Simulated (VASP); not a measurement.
# ZnSnN2 (P-4m2) in VASP: a series of runs

Aim: see how the results for ZnSnN2 move with the level of theory and the settings. Levels: PBEsol, LDA, PBE, r2SCAN. Tasks: relaxation of cell and atoms.

Everything below comes from runs of VASP 6.6.1. Logs are shortened: lines on timing, memory, paths and dates and some standing lists are left out, and cuts for length are marked.

### 1 The cell of the first run

Symmetry: P-4m2, No. 115, tetragonal system. The conventional cell has a = 3.414 Å, b = 3.414 Å, c = 4.764 Å, α = 90.00°, β = 90.00°, γ = 90.00°. Zn (site symmetry -4m2) has 4 N at 2.07 Å within 2.7 Å. N (site symmetry 2mm) has 2 Zn at 2.07 Å and 2 Sn at 2.10 Å within 2.7 Å. Sn (site symmetry -4m2) has 4 N at 2.10 Å within 2.8 Å.

### 2 Relaxation of cell and atoms, PBEsol

File INCAR:

```
SYSTEM = ZnSnN2
PREC = Accurate ; ENCUT = 600
EDIFF = 1E-7 ; ISMEAR = -1
SIGMA = 0.02 ; LREAL = .False.
LASPH = .True. ; NELM = 60
ALGO = Normal ; ISIF = 3
LWAVE = .False. ; LCHARG = .False.
GGA = PS ; IBRION = 2
NSW = 80 ; EDIFFG = -0.005
```

File KPOINTS:

```
Automatic mesh
0
Gamma
  6 6 6
  0 0 0
```

File POSCAR:

```
ZnSnN2
1.0
    3.4136646627      0.0000000000      0.0000000000
    0.0000000000      3.4136646627      0.0000000000
    0.0000000000      0.0000000000      4.7642197789
Zn N Sn
1 2 1
Direct
    0.0000000000      0.0000000000      0.0000000000
    0.0000000000      0.5000000000      0.2443005681
    0.5000000000      0.0000000000      0.7556994319
    0.5000000000      0.5000000000      0.5000000000
```

Potentials or basis: VASP PAW PBE potentials, release 64 (Zn, N, Sn_d).

Command:

```bash
cat potpaw_PBE.64/Zn/POTCAR potpaw_PBE.64/N/POTCAR potpaw_PBE.64/Sn_d/POTCAR > POTCAR
mpirun -np 1 vasp_std > vasp.out
```

OUTCAR:

```text
SYSTEM = ZnSnN2
   PREC = Accurate
   ENCUT = 600
   EDIFF = 1E-7
   ISMEAR = -1
   LREAL = .False.
   LASPH = .True.
   NELM = 60
   ISIF = 3
   GGA = PS
   IBRION = 2
   NSW = 80
   EDIFFG = -0.005

 ion  position               nearest neighbor table
   1  0.000  0.000  0.000-   2 2.07   3 2.07   2 2.07   3 2.07   4 3.39   4 3.39   4 3.39   4 3.39
                             4 3.39   4 3.39   4 3.39   4 3.39
   2  0.000  0.500  0.244-   1 2.07   1 2.07   4 2.10   4 2.10
   3  0.500  0.000  0.756-   1 2.07   1 2.07   4 2.10   4 2.10
   4  0.500  0.500  0.500-   2 2.10   3 2.10   3 2.10   2 2.10   1 3.39   1 3.39   1 3.39   1 3.39
                             1 3.39   1 3.39   1 3.39   1 3.39

  LATTYP: Found a simple tetragonal cell.
 ALAT       =     3.4136646627
 C/A-ratio  =     1.3956320405

  Lattice vectors:

 A1 = (   3.4136646627,   0.0000000000,   0.0000000000)
 A2 = (   0.0000000000,   3.4136646627,   0.0000000000)
 A3 = (   0.0000000000,   0.0000000000,   4.7642197789)

Analysis of symmetry for initial positions (statically):
=====================================================================
 Subroutine PRICEL returns:
 Original cell was already a primitive cell.

 Routine SETGRP: Setting up the symmetry group for a
 simple tetragonal supercell.

 Subroutine GETGRP returns: Found  8 space group operations
 (whereof  8 operations were pure point group operations)
 out of a pool of 16 trial point group operations.

The static configuration has the point symmetry D_2d.

Analysis of symmetry for dynamics (positions and initial velocities):
=====================================================================
 Subroutine PRICEL returns:
 Original cell was already a primitive cell.

 Routine SETGRP: Setting up the symmetry group for a
 simple tetragonal supercell.

 Subroutine GETGRP returns: Found  8 space group operations
 (whereof  8 operations were pure point group operations)
 out of a pool of 16 trial point group operations.

The dynamic configuration has the point symmetry D_2d.

 Subroutine INISYM returns: Found  8 space group operations
 (whereof  8 operations are pure point group operations),
 and found     1 'primitive' translations

----------------------------------------------------------------------------------------

[... 110 lines left out ...]
   EFERMI =   0.00;   METHOD = LEGACY
   ISMEAR =    -1;   SIGMA  =   0.02  broadening in eV -4-tet -1-fermi 0-gaus
   EFERMI_NEDOS =   21; number of points for ismear=-14 and -15
   IALGO  =     38    algorithm
   IMIX   =      4    mixing-type and parameters
     AMIX     =   0.40;   BMIX     =  1.00
     AMIX_MAG =   1.60;   BMIX_MAG =  1.00
  volume/ion in A,a.u.               =      13.88        93.66
  Fermi-wavevector in a.u.,A,eV,Ry     =   1.416983  2.677709 27.318315  2.007840
  Thomas-Fermi vector in A             =   2.538260
   LORBIT       =      0    0 simple, 1 ext, 2 COOP (PROOUT), +10 PAW based schemes
   GGA     = PS    functional components
   LHFCALC =     F    Hartree Fock is set to
   AEXX    =    0.0000 exact exchange contribution
   IVDW    =     0    specifies the selected vdW correction
   LEPSILON=     F    determine dielectric tensor
   LRPA    =     F    only Hartree local field effects (RPA)
 conjugate gradient relaxation of ions
 non-spin polarized calculation
  energy-cutoff  :      600.00
  volume of cell :       55.52
 maximum number of plane-waves:      1871
 NGX is ok and might be reduce to    28
   NGX = 13   NGY = 13   NGZ = 19

--------------------------------------- Ionic step        1  -------------------------------------------

 number of electron      35.9999996 magnetization

 Free energy of the ion-electron system (eV)
  ---------------------------------------------------
  ext. energy  EPLUGINS =         0.00000000
  ---------------------------------------------------
  free energy    TOTEN  =       -23.17126181 eV

  energy without entropy =      -23.17087202  energy(sigma->0) =      -23.17106691

------------------------ aborting loop because EDIFF is reached ----------------------------------------

  FORCE on cell =-STRESS in cart. coord.  units (eV):
  Direction    XX          YY          ZZ          XY          YZ          ZX
  --------------------------------------------------------------------------------------
  -------------------------------------------------------------------------------------
  Total       -1.7258859     -1.7258859     -1.7409294      0.0000000      0.0000000     -0.0000000
  in kB      -49.8068587    -49.8068587    -50.2409967      0.0000000      0.0000000     -0.0000000
  external PRESSURE =     -49.9515714 kB  Pullay stress =       0.0000000 kB
[... 95 lines left out ...]
  FREE ENERGIE OF THE ION-ELECTRON SYSTEM (eV)
  ---------------------------------------------------
  free  energy   TOTEN  =       -23.2024412534 eV

  energy  without entropy=      -23.2020214426  energy(sigma->0) =      -23.20223135

[... ionic steps 4 to 7 ...]

--------------------------------------- Ionic step        8  -------------------------------------------

 number of electron      35.9999989 magnetization

------------------------ aborting loop because EDIFF is reached ----------------------------------------
[... 71 lines left out ...]
--------------------------------------- Ionic step       10  -------------------------------------------

 number of electron      35.9999988 magnetization

 Free energy of the ion-electron system (eV)
  ---------------------------------------------------
  ext. energy  EPLUGINS =         0.00000000
  ---------------------------------------------------
  free energy    TOTEN  =       -23.20361248 eV

  energy without entropy =      -23.20320577  energy(sigma->0) =      -23.20340912

 E-fermi :   5.3874     XC(G=0): -11.3476

 val. band max:        5.3762920404   @ k =   0.0000   0.0000   0.0000
 cond. band min:       6.5125257734   @ k =   0.0000   0.0000   0.1667
 fundamental gap:      1.1362337330
 Fermi energy:         5.3873765596

 k-point     1 :       0.0000    0.0000    0.0000
  band No.  band energies     occupation
      1     -15.6976      2.00000
      2     -15.4021      2.00000
      3     -15.4021      2.00000
      4     -15.3712      2.00000
      5     -15.2377      2.00000
      6     -10.3349      2.00000
[... 589 lines left out ...]
     21      11.9146      0.00000
     22      12.3876      0.00000

 [... further k-points ...]
[... 5 lines left out ...]
  --------------------------------------------------------------------------------------
  -------------------------------------------------------------------------------------
  Total       -0.0121129     -0.0121129     -0.0102875      0.0000000      0.0000000      0.0000000
  in kB       -0.3625056     -0.3625056     -0.3078746      0.0000000      0.0000000      0.0000000
  external PRESSURE =      -0.3442953 kB  Pullay stress =       0.0000000 kB
[... 19 lines left out ...]
  FREE ENERGIE OF THE ION-ELECTRON SYSTEM (eV)
  ---------------------------------------------------
  free  energy   TOTEN  =       -23.2036124792 eV

  energy  without entropy=      -23.2032057683  energy(sigma->0) =      -23.20340912

 reached required accuracy - stopping structural energy minimisation
```

OSZICAR:

```text
N       E                     dE             d eps       ncg     rms          rms(c)
DAV:   1     0.322393971158E+03    0.32239E+03   -0.20555E+04  1768   0.271E+03
[... 88 lines left out ...]
       N       E                     dE             d eps       ncg     rms          rms(c)
DAV:   1    -0.232038262410E+02   -0.22487E-03   -0.82491E-03  2208   0.115E+00    0.109E-01
DAV:   2    -0.232036801025E+02    0.14614E-03   -0.62907E-04  2074   0.538E-01    0.599E-02
DAV:   3    -0.232036238536E+02    0.56249E-04   -0.61674E-05  2368   0.152E-01    0.242E-02
DAV:   4    -0.232036126716E+02    0.11182E-04   -0.14194E-05  2682   0.635E-02    0.400E-03
DAV:   5    -0.232036124508E+02    0.22074E-06   -0.32035E-06  2224   0.306E-02    0.136E-03
DAV:   6    -0.232036124792E+02   -0.28373E-07   -0.37935E-07  1640   0.111E-02
  10 F= -.23203612E+02 E0= -.23203409E+02  d E =-.948925E-04
```

Run time: 7.4 min. Hardware: 1 thread of Oxide Virtual Turin-like, shared host; peak memory 0.2 GiB.

What came out:

| Item | Value |
| --- | --- |
| Free energy | -23.2036 eV |
| Relaxed volume | 13.38 Å³/atom |
| Relaxed cell | a = 3.381 Å, b = 3.381 Å, c = 4.685 Å, α = 90.00°, β = 90.00°, γ = 90.00° |
| Space group after relaxing (to 0.05 Å) | P-4m2 (No. 115) |
| Energy gained by relaxing | 8.1 meV/atom |
| Ionic steps | 10 |
| Pressure after relaxing | 0.0 GPa |
| Largest force after relaxing | 0.003 eV/Å |

Forces in eV/Å, atoms in the order of the input:
```
Zn   0.000  0.000  0.000
N    0.000  0.000 -0.003
N    0.000  0.000  0.003
Sn   0.000  0.000  0.000
```

Step by step:
| step | energy change (eV) | largest force (eV/Å) | pressure (GPa) | volume (Å³) |
| --- | --- | --- | --- | --- |
| 1 | 0.0000 | 0.0007 | -5.00 | 55.52 |
| 2 | -0.0109 | 0.2107 | 4.52 | 52.11 |
| 3 | -0.0312 | 0.1152 | 0.04 | 53.59 |
| 4 | -0.0312 | 0.1126 | -0.11 | 53.63 |
| 5 | -0.0320 | 0.0333 | -0.11 | 53.59 |
| 6 | -0.0321 | 0.0130 | -0.11 | 53.57 |
| 7 | -0.0322 | 0.0053 | 0.11 | 53.49 |
| 8 | -0.0323 | 0.0031 | 0.15 | 53.47 |
| 9 | -0.0323 | 0.0005 | 0.05 | 53.51 |
| 10 | -0.0324 | 0.0032 | -0.03 | 53.54 |

Final structure:
```
Zn N Sn
1.0
     3.38055    0.00000    0.00000
     0.00000    3.38055    0.00000
     0.00000    0.00000    4.68458
Zn N Sn
1 2 1
Cartesian
  0.0000 0.0000 0.0000
  0.0000 1.6903 1.1368
  1.6903 0.0000 3.5478
  1.6903 1.6903 2.3423
```

Levels at points of the mesh, in eV from the Fermi level:
```
           k point  band 14  band 15  band 16  band 17  band 18  band 19  band 20  band 21  band 22
(0.00, 0.00, 0.00)    -3.04    -3.04    -0.06    -0.02    -0.02    -0.01     2.52     5.98     8.88
(0.50, 0.00, 0.00)    -4.34    -3.15    -2.73    -1.77    -0.60     3.73     5.43     5.94     7.06
(0.50, 0.50, 0.00)    -4.35    -3.51    -2.65    -2.65    -1.97     2.66     2.66     4.92     7.11
(0.00, 0.00, 0.50)    -2.87    -2.15    -2.15    -1.01    -1.01     2.74     3.17     6.63     7.13
(0.50, 0.00, 0.50)    -5.04    -1.77    -1.23    -0.68    -0.53     2.41     4.09     6.77     7.16
(0.50, 0.50, 0.50)    -4.06    -3.69    -3.69    -3.36    -2.92     5.14     5.14     5.69     8.64
```

Caveat: the PAW data sets were made with another functional, which shifts forces and pressure a little; spin-orbit coupling is left out, which moves the levels of the heavy elements.

### 3 Relaxation of cell and atoms, LDA

File INCAR:

```
  PREC = Accurate
  ENCUT = 600
  EDIFF = 1E-6
  ISMEAR = -1
  SIGMA = 0.02
  LREAL = F
  LASPH = T
  NELM = 80
  ALGO = Normal
  ISIF = 3
  LWAVE = F
  LCHARG = F
  GGA = CA
  IBRION = 2
  NSW = 80
  EDIFFG = -0.005
```

File KPOINTS:

```
Automatic mesh
0
Gamma
  6 6 6
```

POSCAR is that of step 2.

Potentials or basis: VASP PAW LDA potentials, release 64 (Zn, N, Sn_d).

Command:

```bash
cat potpaw_LDA.64/Zn/POTCAR potpaw_LDA.64/N/POTCAR potpaw_LDA.64/Sn_d/POTCAR > POTCAR
mpirun -np 1 vasp_std > vasp.out
```

Run time: 7.7 min. Hardware: 1 thread of Oxide Virtual Turin-like, shared host; peak memory 0.17 GiB.

Results (log left out):

| Property | Result |
| --- | --- |
| Free energy | -24.8187 eV |
| Relaxed volume | 13.02 Å³/atom |
| Relaxed cell | a = 3.354 Å, b = 3.354 Å, c = 4.630 Å, α = 90.00°, β = 90.00°, γ = 90.00° |
| Space group after relaxing (to 0.05 Å) | P-4m2 (No. 115) |
| Energy gained by relaxing | 25.0 meV/atom |
| Ionic steps | 17 |
| Pressure after relaxing | 0.0 GPa |
| Largest force after relaxing | 0.004 eV/Å |
| Band gap on the k mesh | 0.07 eV, direct |

Forces in eV/Å, atoms in the order of the input:
```
Zn   0.000  0.000  0.000
N    0.000  0.000 -0.004
N    0.000  0.000  0.004
Sn   0.000  0.000  0.000
```

Step by step:
```
step  energy change (eV)  largest force (eV/Å)  pressure (GPa)  volume (Å³)
   1              0.0000                0.0001           -8.81        55.52
   2             -0.0237                0.4087            9.47        49.61
   3             -0.0967                0.1962           -0.07        52.22
   4             -0.0967                0.2006            0.08        52.16
   5             -0.0991                0.0476            0.14        52.09
   6             -0.0993                0.0124            0.17        52.07
   7             -0.0996                0.0142           -0.17        52.16
   8             -0.0996                0.0148           -0.33        52.19
   9             -0.0998                0.0022           -0.13        52.15
  10             -0.0998                0.0074           -0.03        52.12
  11             -0.0998                0.0087           -0.03        52.11
  12             -0.0998                0.0110           -0.01        52.10
  13             -0.0998                0.0096           -0.07        52.10
  14             -0.0998                0.0110           -0.03        52.10
  15             -0.0998                0.0115           -0.03        52.10
  16             -0.0998                0.0064            0.04        52.09
  17             -0.0998                0.0042            0.00        52.09
```

Final structure:
```
Zn N Sn
1.0
     3.35408    0.00000    0.00000
     0.00000    3.35408    0.00000
     0.00000    0.00000    4.63009
Zn N Sn
1 2 1
Direct
  0.00000 0.00000 0.00000
  0.00000 0.50000 0.24165
  0.50000 0.00000 0.75835
  0.50000 0.50000 0.50000
```

Levels at points of the mesh, in eV from the valence-band top:
```tsv
k point	band 15	band 16	band 17	band 18	band 19	band 20	band 21	band 22
(0.00, 0.00, 0.00)	-3.17	-0.03	-0.03	0.00	0.07	2.53	6.04	8.93
(0.50, 0.00, 0.00)	-3.25	-2.79	-1.83	-0.66	3.82	5.52	5.95	7.10
(0.50, 0.50, 0.00)	-3.61	-2.74	-2.74	-2.05	2.69	2.69	4.99	7.21
(0.00, 0.00, 0.50)	-2.23	-2.23	-1.08	-1.08	2.80	3.25	6.67	7.21
(0.50, 0.00, 0.50)	-1.83	-1.27	-0.70	-0.59	2.50	4.19	6.82	7.24
(0.50, 0.50, 0.50)	-3.83	-3.83	-3.45	-3.02	5.18	5.18	5.77	8.81
```

Caveat: spin-orbit coupling is left out, which moves the levels of the heavy elements.

[end of part 1 of 2]
